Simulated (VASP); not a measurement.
# CoSi2 in VASP: notebook, part 2 of 2

VASP 6.6.1.

### 3 Single point, PBEsol (atoms displaced along a vibrational mode, the cell strained)

INCAR

```
SYSTEM = CoSi2
ALGO     = Normal         ! electronic algorithm
EDIFF    = 1E-6           ! SCF threshold, eV
ENCUT    = 520            ! plane-wave cutoff, eV
GGA      = PS             ! functional
ISIF     = 2              ! what is computed and relaxed
ISMEAR   = 0              ! smearing method
LASPH    = .True.         ! aspherical terms in the spheres
LCHARG   = .False.        ! write CHGCAR
LREAL    = .False.        ! projectors in reciprocal space
LWAVE    = .False.        ! write WAVECAR
NBANDS   = 16             ! bands
NELM     = 60             ! most SCF steps
PREC     = Accurate       ! precision mode
SIGMA    = 0.15           ! smearing width, eV
```

KPOINTS

```
k-points
0
Gamma
  14 14 14
  0 0 0
```

POSCAR

```
CoSi2
1.0
    0.0000000000      2.6119920767      2.6119920767
    2.6119920767      0.0000000000      2.6119920767
    2.6119920767      2.6119920767      0.0000000000
Co Si
1 2
Direct
    0.0040186173     -0.0040186173     -0.0040186173
    0.2457836932      0.2542163068      0.2542163068
    0.7457836932      0.7542163068      0.7542163068
```

Potentials or basis: VASP PAW PBE potentials, release 64 (Co, Si).

Command:

```console
> cat potpaw_PBE.64/Co/POTCAR potpaw_PBE.64/Si/POTCAR > POTCAR
> mpirun -np 1 vasp_std > vasp.out
```

OUTCAR:

```text
SYSTEM = CoSi2
   EDIFF = 1E-6
   ENCUT = 520
   GGA = PS
   ISIF = 2
   ISMEAR = 0
   LASPH = .True.
   LREAL = .False.
   NELM = 60
   PREC = Accurate

 ion  position               nearest neighbor table
   1  0.004  0.996  0.996-   2 2.24   2 2.24   3 2.24   3 2.24   2 2.29   2 2.29   3 2.29   3 2.29

   2  0.246  0.254  0.254-   1 2.24   1 2.24   1 2.29   1 2.29   3 2.61   3 2.61   3 2.61   3 2.61
                             3 2.61   3 2.61
   3  0.746  0.754  0.754-   1 2.24   1 2.24   1 2.29   1 2.29   2 2.61   2 2.61   2 2.61   2 2.61
                             2 2.61   2 2.61

  LATTYP: Found a face centered cubic cell.
 ALAT       =     5.2239841534

  Lattice vectors:

 A1 = (   0.0000000000,   2.6119920767,   2.6119920767)
 A2 = (   2.6119920767,   0.0000000000,   2.6119920767)
 A3 = (   2.6119920767,   2.6119920767,   0.0000000000)

Analysis of symmetry for initial positions (statically):
=====================================================================
 Subroutine PRICEL returns:
 Original cell was already a primitive cell.

 Routine SETGRP: Setting up the symmetry group for a
 face centered cubic supercell.

 Subroutine GETGRP returns: Found  8 space group operations
 (whereof  8 operations were pure point group operations)
 out of a pool of 48 trial point group operations.

The static configuration has the point symmetry C_4v.

Analysis of symmetry for dynamics (positions and initial velocities):
=====================================================================
 Subroutine PRICEL returns:
 Original cell was already a primitive cell.

 Routine SETGRP: Setting up the symmetry group for a
 face centered cubic supercell.

 Subroutine GETGRP returns: Found  8 space group operations
 (whereof  8 operations were pure point group operations)
 out of a pool of 48 trial point group operations.

[... 119 lines left out ...]
   IALGO  =     38    algorithm
   IMIX   =      4    mixing-type and parameters
     AMIX     =   0.40;   BMIX     =  1.00
     AMIX_MAG =   1.60;   BMIX_MAG =  1.00
  volume/ion in A,a.u.               =      11.88        80.17
  Fermi-wavevector in a.u.,A,eV,Ry     =   1.279114  2.417175 22.260939  1.636133
  Thomas-Fermi vector in A             =   2.411618
   LORBIT       =      0    0 simple, 1 ext, 2 COOP (PROOUT), +10 PAW based schemes
   GGA     = PS    functional components
   LHFCALC =     F    Hartree Fock is set to
   AEXX    =    0.0000 exact exchange contribution
   IVDW    =     0    specifies the selected vdW correction
   LEPSILON=     F    determine dielectric tensor
   LRPA    =     F    only Hartree local field effects (RPA)
 non-spin polarized calculation
 Gauss-broadening in eV      SIGMA  =   0.15
  energy-cutoff  :      520.00
  volume of cell :       35.64
 maximum number of plane-waves:       982
   NGX = 13   NGY = 13   NGZ = 13

 number of electron      17.0000001 magnetization

 Free energy of the ion-electron system (eV)
  ---------------------------------------------------
  ext. energy  EPLUGINS =         0.00000000
  ---------------------------------------------------
  free energy    TOTEN  =       -20.91148458 eV

  energy without entropy =      -20.90104879  energy(sigma->0) =      -20.90626669

 E-fermi :  11.0465     XC(G=0): -12.2013

 val. band max:       10.9718680089   @ k =   0.4286   0.0714   0.0000
 cond. band min:      11.0572236324   @ k =   0.3571   0.0714   0.0000
 fundamental gap:      0.0853556235
 Fermi energy:        11.0465244076

 k-point     1 :       0.0000    0.0000    0.0000
  band No.  band energies     occupation
      1      -2.6745      2.00000
      2       6.6046      2.00000
      3       6.6091      2.00000
      4       6.6091      2.00000
      5       8.8657      2.00000
      6       8.8683      2.00000
[... 433 lines left out ...]
      3       6.9094      2.00000
      4       7.1559      2.00000
      5       8.5663      2.00000
      6       8.9401      2.00000
[... 8 lines left out ...]
     15      21.2002      0.00000
     16      22.1605      0.00000

 [... further k-points ...]

------------------------ aborting loop because EDIFF is reached ----------------------------------------

  FORCE on cell =-STRESS in cart. coord.  units (eV):
  Direction    XX          YY          ZZ          XY          YZ          ZX
  --------------------------------------------------------------------------------------
  -------------------------------------------------------------------------------------
  Total        2.4917776      2.5210340      2.5210340      0.0000000      0.0000000      0.0000000
  in kB      112.0145141    113.3296970    113.3296970      0.0000000      0.0000000      0.0000000
  external PRESSURE =     112.8913027 kB  Pullay stress =       0.0000000 kB

 VOLUME and BASIS-vectors are now :
 -----------------------------------------------------------------------------
  energy-cutoff  :      520.00
  volume of cell :       35.64
      direct lattice vectors                 reciprocal lattice vectors
     0.000000000  2.611992077  2.611992077    -0.191424777  0.191424777  0.191424777
     2.611992077  0.000000000  2.611992077     0.191424777 -0.191424777  0.191424777
     2.611992077  2.611992077  0.000000000     0.191424777  0.191424777 -0.191424777

 POSITION                                       TOTAL-FORCE (eV/Angst)
 -----------------------------------------------------------------------------------
      5.20299      2.61199      2.61199         0.659150      0.000000      0.000000
      1.32802      1.30600      1.30600        -0.329575      0.000000      0.000000
      3.94001      3.91799      3.91799        -0.329575      0.000000      0.000000
 -----------------------------------------------------------------------------------
    total drift:                                0.000175     -0.000001     -0.000001

  FREE ENERGIE OF THE ION-ELECTRON SYSTEM (eV)
  ---------------------------------------------------
  free  energy   TOTEN  =       -20.9114845849 eV

  energy  without entropy=      -20.9010487905  energy(sigma->0) =      -20.90626669
```

stdout:

```text
POSCAR found type information on POSCAR CoSi
 POSCAR found :  2 types and       3 ions
 scaLAPACK will be used
 -----------------------------------------------------------------------------
|                                                                             |
|                                                                             |
|     You enforced a specific xc type in the INCAR file but a different       |
|     I HOPE YOU KNOW WHAT YOU ARE DOING!                                     |
|                                                                             |
 -----------------------------------------------------------------------------

 LDA part: xc-table for (Slater+PW92), standard interpolation
 POSCAR, INCAR and KPOINTS ok, starting setup
 FFT: planning ... GRIDC
 FFT: planning ... GRID_SOFT
 FFT: planning ... GRID
 WAVECAR not read
 entering main loop
```

Wall time 76 s (1 thread of AMD EPYC 9R45 (Zen 5), shared host); peak memory 0.23 GiB.

What came out:

```yaml
Free_energy: -20.9115 eV
Pressure: 11.3 GPa
Largest_force: 0.659 eV/Å
Band_gap_on_the_k_mesh: zero (an odd number of electrons rules out a gap without spin polarisation)
```

Forces in eV/Å, atoms in the order of the input:
```
Co   0.659  0.000  0.000
Si  -0.330  0.000  0.000
Si  -0.330  0.000  0.000
```

Levels at points of the mesh, in eV from the Fermi level:
| k point | band 6 | band 7 | band 8 | band 9 | band 10 | band 11 | band 12 | band 13 |
| --- | --- | --- | --- | --- | --- | --- | --- | --- |
| (0.00, 0.00, 0.00) | -2.18 | 1.54 | 3.39 | 3.39 | 3.44 | 3.74 | 3.76 | 3.76 |
| (0.50, 0.00, 0.00) | -1.87 | -1.86 | -0.50 | -0.50 | 2.86 | 3.65 | 3.67 | 5.01 |
| (0.50, 0.50, 0.00) | -2.20 | -2.20 | -2.16 | -1.52 | 1.89 | 2.91 | 8.66 | 10.36 |
| (0.00, 0.50, 0.50) | -2.19 | -2.19 | -2.16 | -1.52 | 1.89 | 2.90 | 8.67 | 10.36 |

Caveat: the cell differs from its parent crystal (atoms displaced along a vibrational mode, the cell strained); the cell stands under pressure; the PAW data sets were made with another functional, which shifts forces and pressure a little; an odd number of electrons without spin polarisation forces a metal; a magnetic or distorted state may lie lower.

The gap in the log of VASP goes by the Fermi energy; the results here count the filled bands.